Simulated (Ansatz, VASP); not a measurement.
C: VASP beside Ansatz

```
CELL_PARAMETERS angstrom
1.32417 -1.32449 0.00000
1.32417 1.32449 0.00000
0.00000 0.00000 1.61352
ATOMIC_POSITIONS crystal
C 0.00000 0.00000 0.50000
```

Alike in both runs: functional PBE; k mesh 30 × 30 × 34; occupations gaussian, width 0.1 eV; no spin polarisation.

Ansatz relaxed the structure, and its values are those at the end. VASP's run is a single point on that final structure, the one shown.

|  | VASP | Ansatz |
| --- | --- | --- |
| version | VASP 6.6.1 | Ansatz 0.2.0 |
| potentials or method | VASP PAW PBE potentials, release 64 (C), cutoff 520 eV | scalar-relativistic, plane waves, PAW |
| valence electrons in the cell | 4 | 4 |

|  | VASP | Ansatz | Ansatz less VASP |
| --- | --- | --- | --- |
| gap on the k mesh at the Fermi level (eV) | none | none | - |
| pressure (GPa) | 0.3 | 0.0 | -0.30 |

A gap of «none» marks a metal or a gap that the smearing closes. The functional is the same, so the differences come from potentials, cutoffs and numerics.
